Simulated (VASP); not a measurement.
# MgC2 (P4_2/mnm) in VASP: single point with PBE

Aim: the single point of MgC2 with PBE.

Program: VASP 6.6.1. These are calculated values, not measurements. Logs are shortened: lines on timing, memory, paths and dates and some standing lists are left out, and cuts for length are marked.

### Step 1. The cell of the first run

The structure is tetragonal, space group P4_2/mnm (No. 136). The conventional cell has a = 3.951 Å, b = 3.951 Å, c = 4.987 Å, α = 90.00°, β = 90.00°, γ = 90.00°. Within 2.9 Å of Mg (site symmetry mmm) lie 10 C at 2.17 to 2.86 Å. Within 1.7 Å of C (site symmetry m2m) lie 1 C at 1.26 Å.

### Step 2. Single point, PBE

Contents of INCAR:

```
SYSTEM = MgC2
PREC = Accurate ; ENCUT = 520
EDIFF = 1E-6 ; ISMEAR = 0
SIGMA = 0.01 ; LREAL = .FALSE.
LASPH = .TRUE. ; NELM = 100
ALGO = Normal ; ISIF = 2
LWAVE = .FALSE. ; LCHARG = .FALSE.
GGA = PE ; NBANDS = 19
```

Contents of KPOINTS:

```
regular mesh
0
G
  5 5 4
  0 0 0
```

Contents of POSCAR:

```
MgC2
1.0
    3.9507770000      0.0000000000      0.0000000000
    0.0000000000      3.9507770000      0.0000000000
    0.0000000000      0.0000000000      4.9870890000
Mg C
2 4
Direct
    0.5000000000      0.5000000000      0.0000000000
    0.0000000000      0.0000000000      0.5000000000
    0.8876550000      0.8876550000      0.0000000000
    0.6123450000      0.3876550000      0.5000000000
    0.1123450000      0.1123450000      0.0000000000
    0.3876550000      0.6123450000      0.5000000000
```

Potentials or basis: VASP PAW PBE potentials, release 64 (Mg, C).

On the command line:

```sh
cat potpaw_PBE.64/Mg/POTCAR potpaw_PBE.64/C/POTCAR > POTCAR
mpirun -np 1 vasp_std > vasp.out
```

OUTCAR:

```text
SYSTEM = MgC2
   PREC = Accurate
   ENCUT = 520
   EDIFF = 1E-6
   ISMEAR = 0
   LREAL = .FALSE.
   LASPH = .TRUE.
   NELM = 100
   ISIF = 2
   GGA = PE

 ion  position               nearest neighbor table
   1  0.500  0.500  0.000-   3 2.17   5 2.17   4 2.57   6 2.57   4 2.57   6 2.57   5 2.86   5 2.86
                             3 2.86   3 2.86
   2  0.000  0.000  0.500-   4 2.17   6 2.17   5 2.57   3 2.57   3 2.57   5 2.57   4 2.86   6 2.86
                             4 2.86   6 2.86
   3  0.888  0.888  0.000-   5 1.26   1 2.17   2 2.57   2 2.57   1 2.86   1 2.86
   4  0.612  0.388  0.500-   6 1.26   2 2.17   1 2.57   1 2.57   2 2.86   2 2.86
   5  0.112  0.112  0.000-   3 1.26   1 2.17   2 2.57   2 2.57   1 2.86   1 2.86
   6  0.388  0.612  0.500-   4 1.26   2 2.17   1 2.57   1 2.57   2 2.86   2 2.86

  LATTYP: Found a simple tetragonal cell.
 ALAT       =     3.9507770000
 C/A-ratio  =     1.2623058705

  Lattice vectors:

 A1 = (   3.9507770000,   0.0000000000,   0.0000000000)
 A2 = (   0.0000000000,   3.9507770000,   0.0000000000)
 A3 = (   0.0000000000,   0.0000000000,   4.9870890000)

Analysis of symmetry for initial positions (statically):
=====================================================================
 Subroutine PRICEL returns:
 Original cell was already a primitive cell.

 Routine SETGRP: Setting up the symmetry group for a
 simple tetragonal supercell.

 Subroutine GETGRP returns: Found 16 space group operations
 (whereof  8 operations were pure point group operations)
 out of a pool of 16 trial point group operations.

The static configuration has the point symmetry D_2h.
 The point group associated with its full space group is D_4h.

Analysis of symmetry for dynamics (positions and initial velocities):
=====================================================================
 Subroutine PRICEL returns:
 Original cell was already a primitive cell.

 Routine SETGRP: Setting up the symmetry group for a
 simple tetragonal supercell.

 Subroutine GETGRP returns: Found 16 space group operations
 (whereof  8 operations were pure point group operations)
 out of a pool of 16 trial point group operations.

The dynamic configuration has the point symmetry D_2h.
 The point group associated with its full space group is D_4h.

 Subroutine INISYM returns: Found 16 space group operations
 (whereof  8 operations are pure point group operations),
 and found     1 'primitive' translations

----------------------------------------------------------------------------------------

                                     Primitive cell

  volume of cell :      77.8417

  direct lattice vectors                    reciprocal lattice vectors
     3.950777000  0.000000000  0.000000000     0.253114767  0.000000000  0.000000000
     0.000000000  3.950777000  0.000000000     0.000000000  0.253114767  0.000000000
     0.000000000  0.000000000  4.987089000     0.000000000  0.000000000  0.200517777

  length of vectors
     3.950777000  3.950777000  4.987089000     0.253114767  0.253114767  0.200517777

  position of ions in fractional coordinates (direct lattice)
     0.500000000  0.500000000  0.000000000
     0.000000000  0.000000000  0.500000000
     0.887655000  0.887655000  0.000000000
     0.612345000  0.387655000  0.500000000
     0.112345000  0.112345000  0.000000000
     0.387655000  0.612345000  0.500000000

  ion indices of the primitive-cell ions
   primitive index   ion index
                 1           1
                 2           2
                 3           3
                 4           4
                 5           5
                 6           6

----------------------------------------------------------------------------------------

 KPOINTS: regular mesh

Automatic generation of k-mesh.
 Grid dimensions read from file:
 generate k-points for:    5    5    4

 Generating k-lattice:

  Cartesian coordinates                     Fractional coordinates (reciprocal lattice)
     0.050622953  0.000000000  0.000000000     0.200000000  0.000000000  0.000000000
     0.000000000  0.050622953  0.000000000     0.000000000  0.200000000  0.000000000
     0.000000000  0.000000000  0.050129444     0.000000000  0.000000000  0.250000000

  Length of vectors
     0.050622953  0.050622953  0.050129444

  Shift w.r.t. Gamma in fractional coordinates (k-lattice)
     0.000000000  0.000000000  0.000000000

 Subroutine IBZKPT returns following result:
 ===========================================

 Found     18 irreducible k-points:

 Following reciprocal coordinates:
            Coordinates               Weight
  0.000000  0.000000  0.000000      1.000000
  0.200000  0.000000  0.000000      4.000000
  0.400000  0.000000  0.000000      4.000000
  0.200000  0.200000  0.000000      4.000000
  0.400000  0.200000  0.000000      8.000000
  0.400000  0.400000  0.000000      4.000000
[... 10 lines left out ...]
  0.400000  0.200000  0.500000      8.000000
  0.400000  0.400000  0.500000      4.000000
   k-points           NKPTS =     18   k-points in BZ     NKDIM =     18   number of bands    NBANDS=     19
   number of dos      NEDOS =    301   number of ions     NIONS =      6
   total plane-waves  NPLWV =  36000
   dimension x,y,z NGX =    30 NGY =   30 NGZ =   40
   dimension x,y,z NGXF=    60 NGYF=   60 NGZF=   80
   ions per type =               2   4
   NGX,Y,Z   is equivalent  to a cutoff of  12.62, 12.62, 13.33 a.u.
   NGXF,Y,Z  is equivalent  to a cutoff of  25.25, 25.25, 26.67 a.u.
 SYSTEM =  MgC2
   PREC   = accura    normal or accurate (medium, high low for compatibility)
   ISTART =      0    job   : 0-new  1-cont  2-samecut
   ICHARG =      2    charge: 1-file 2-atom 10-const
   ISPIN  =      1    spin polarized calculation?
   LNONCOLLINEAR =      F non collinear calculations
   LSORBIT =      F    spin-orbit coupling
   LASPH  =      T    aspherical Exc in radial PAW
   ENCUT  =  520.0 eV  38.22 Ry    6.18 a.u.   7.35  7.35  9.27*2*pi/ulx,y,z
   NELM   =    100;   NELMIN=  2; NELMDL= -5     # of ELM steps
   EDIFF  = 0.1E-05   stopping-criterion for ELM
   LREAL  =      F    real-space projection
   EDIFFG = 0.1E-04   stopping-criterion for IOM
   NSW    =      0    number of steps for IOM
   IBRION =     -1    ionic relax: 0-MD 1-quasi-New 2-CG
   NFREE  =      0    steps in history (QN), initial steepest desc. (CG)
   ISIF   =      2    stress and relaxation
   ISYM   =      2    0-nonsym 1-usesym 2-fastsym
   POTIM  = 0.5000    time-step for ionic-motion
   TEBEG  =    0.0;   TEEND  =   0.0 temperature during run
   PSTRESS=    0.0 pullay stress
   NELECT =      20.0000    total number of electrons
   NUPDOWN=      -1.0000    fix difference up-down
   EMIN   =  10.00;   EMAX   =-10.00  energy-range for DOS
   EFERMI =   0.00;   METHOD = LEGACY
   ISMEAR =     0;   SIGMA  =   0.01  broadening in eV -4-tet -1-fermi 0-gaus
   EFERMI_NEDOS =   21; number of points for ismear=-14 and -15
   IALGO  =     38    algorithm
   IMIX   =      4    mixing-type and parameters
     AMIX     =   0.40;   BMIX     =  1.00
     AMIX_MAG =   1.60;   BMIX_MAG =  1.00
  volume/ion in A,a.u.               =      12.97        87.55
  Fermi-wavevector in a.u.,A,eV,Ry     =   1.040752  1.966737 14.737364  1.083166
  Thomas-Fermi vector in A             =   2.175342
   LORBIT       =      0    0 simple, 1 ext, 2 COOP (PROOUT), +10 PAW based schemes
   GGA     = PE    functional components
   LHFCALC =     F    Hartree Fock is set to
   AEXX    =    0.0000 exact exchange contribution
   IVDW    =     0    specifies the selected vdW correction
   LEPSILON=     F    determine dielectric tensor
   LRPA    =     F    only Hartree local field effects (RPA)
 non-spin polarized calculation
 Gauss-broadening in eV      SIGMA  =   0.01
  energy-cutoff  :      520.00
  volume of cell :       77.84
 maximum number of plane-waves:      2146
 NGX is ok and might be reduce to    30
   NGX = 15   NGY = 15   NGZ = 19

 number of electron      20.0000000 magnetization

 Free energy of the ion-electron system (eV)
  ---------------------------------------------------
  ext. energy  EPLUGINS =         0.00000000
  ---------------------------------------------------
  free energy    TOTEN  =       -37.38053862 eV

  energy without entropy =      -37.38053862  energy(sigma->0) =      -37.38053862

 E-fermi :   1.1682     XC(G=0):  -9.5069

 val. band max:        1.0906069255   @ k =   0.4000   0.4000   0.5000
 cond. band min:       3.6884309480   @ k =   0.0000   0.0000   0.0000
 fundamental gap:      2.5978240225
 Fermi energy:         1.1681742201

 k-point     1 :       0.0000    0.0000    0.0000
  band No.  band energies     occupation
      1     -11.7864      2.00000
      2     -10.9173      2.00000
      3      -2.3372      2.00000
      4      -1.9376      2.00000
      5      -1.9376      2.00000
      6      -1.8756      2.00000
[... 11 lines left out ...]
     18      12.0361      0.00000
     19      12.5819      0.00000

 k-point     2 :       0.2000    0.0000    0.0000
  band No.  band energies     occupation
      1     -11.6606      2.00000
      2     -10.9423      2.00000
      3      -2.5826      2.00000
      4      -2.5630      2.00000
      5      -2.0923      2.00000
      6      -1.4140      2.00000
[... 11 lines left out ...]
     18      11.3752      0.00000
     19      12.1763      0.00000

 k-point     3 :       0.4000    0.0000    0.0000
  band No.  band energies     occupation
      1     -11.3601      2.00000
      2     -11.0754      2.00000
      3      -3.2415      2.00000
      4      -3.2038      2.00000
      5      -1.4087      2.00000
      6      -0.8695      2.00000
[... 11 lines left out ...]
     18      11.2655      0.00000
     19      11.9356      0.00000

 k-point     4 :       0.2000    0.2000    0.0000
  band No.  band energies     occupation
      1     -11.5476      2.00000
      2     -10.9544      2.00000
      3      -2.9358      2.00000
      4      -2.6844      2.00000
      5      -1.8612      2.00000
      6      -1.6423      2.00000
[... 11 lines left out ...]
     18      11.9983      0.00000
     19      12.9037      0.00000

 k-point     5 :       0.4000    0.2000    0.0000
  band No.  band energies     occupation
      1     -11.2839      2.00000
      2     -11.0492      2.00000
      3      -3.3490      2.00000
      4      -3.2713      2.00000
      5      -1.2315      2.00000
      6      -1.2012      2.00000
[... 11 lines left out ...]
     18      12.2657      0.00000
     19      12.4875      0.00000
[... 202 lines left out ...]
      2     -11.1789      2.00000
      3      -3.7018      2.00000
      4      -3.7018      2.00000
      5      -0.6897      2.00000
      6      -0.6897      2.00000
[... 11 lines left out ...]
     18      11.4759      0.00000
     19      12.4894      0.00000

 k-point    16 :       0.2000    0.2000    0.5000
  band No.  band energies     occupation
      1     -11.2309      2.00000
      2     -11.2281      2.00000
      3      -3.3916      2.00000
      4      -2.7002      2.00000
      5      -2.4102      2.00000
      6      -0.5008      2.00000
[... 11 lines left out ...]
     18      11.5715      0.00000
     19      12.3321      0.00000

 k-point    17 :       0.4000    0.2000    0.5000
  band No.  band energies     occupation
      1     -11.1309      2.00000
      2     -11.1290      2.00000
      3      -3.6316      2.00000
      4      -3.4079      2.00000
      5      -1.8521      2.00000
      6      -1.0474      2.00000
[... 11 lines left out ...]
     18      11.3605      0.00000
     19      12.8227      0.00000

 k-point    18 :       0.4000    0.4000    0.5000
  band No.  band energies     occupation
      1     -11.0479      2.00000
      2     -11.0467      2.00000
      3      -3.4214      2.00000
      4      -3.1675      2.00000
      5      -2.2204      2.00000
      6      -1.4261      2.00000
[... 11 lines left out ...]
     18      11.5768      0.00000
     19      11.9414      0.00000

------------------------ aborting loop because EDIFF is reached ----------------------------------------

  FORCE on cell =-STRESS in cart. coord.  units (eV):
  Direction    XX          YY          ZZ          XY          YZ          ZX
  --------------------------------------------------------------------------------------
  -------------------------------------------------------------------------------------
  Total       -0.2096959     -0.2096959     -0.1303229     -0.0000000      0.0000000      0.0000000
  in kB       -4.3160688     -4.3160688     -2.6823726     -0.0000000      0.0000000      0.0000000
  external PRESSURE =      -3.7715034 kB  Pullay stress =       0.0000000 kB

 VOLUME and BASIS-vectors are now :
 -----------------------------------------------------------------------------
  energy-cutoff  :      520.00
  volume of cell :       77.84
      direct lattice vectors                 reciprocal lattice vectors
     3.950777000  0.000000000  0.000000000     0.253114767  0.000000000  0.000000000
     0.000000000  3.950777000  0.000000000     0.000000000  0.253114767  0.000000000
     0.000000000  0.000000000  4.987089000     0.000000000  0.000000000  0.200517777

 POSITION                                       TOTAL-FORCE (eV/Angst)
 -----------------------------------------------------------------------------------
      1.97539      1.97539      0.00000        -0.000000      0.000000      0.000000
      0.00000      0.00000      2.49354        -0.000000      0.000000      0.000000
      3.50693      3.50693      0.00000        -0.010950     -0.010950      0.000000
      2.41924      1.53154      2.49354         0.010950     -0.010950      0.000000
      0.44385      0.44385      0.00000         0.010950      0.010950      0.000000
      1.53154      2.41924      2.49354        -0.010950      0.010950      0.000000
 -----------------------------------------------------------------------------------
    total drift:                               -0.000000     -0.000000      0.000000

  FREE ENERGIE OF THE ION-ELECTRON SYSTEM (eV)
  ---------------------------------------------------
  free  energy   TOTEN  =       -37.3805386170 eV

  energy  without entropy=      -37.3805386170  energy(sigma->0) =      -37.38053862
```

Wall time 18 s (1 thread of Intel Xeon Platinum 8375C at 2.90GHz (Ice Lake), shared host); peak memory 0.18 GiB.

What came out:

```
Free energy            : -37.3805 eV
Pressure               : -0.4 GPa
Largest force          : 0.015 eV/Å
Band gap on the k mesh : 2.60 eV, indirect (least direct gap 2.96 eV)
```

Forces on the atoms (eV/Å):
```
Mg   0.000  0.000  0.000
Mg   0.000  0.000  0.000
C   -0.011 -0.011  0.000
C    0.011 -0.011  0.000
C    0.011  0.011  0.000
C   -0.011  0.011  0.000
```

Levels at points of the mesh, in eV from the valence-band top:
| k point | band 8 | band 9 | band 10 | band 11 | band 12 | band 13 |
| --- | --- | --- | --- | --- | --- | --- |
| (0.00, 0.00, 0.00) | -0.43 | -0.36 | -0.36 | 2.60 | 5.25 | 5.60 |
| (0.00, 0.00, 0.50) | -0.71 | -0.31 | -0.31 | 3.66 | 3.66 | 5.75 |

A k mesh can miss the band edges. A hybrid or GW would open this gap; PBE tends to underestimate it.
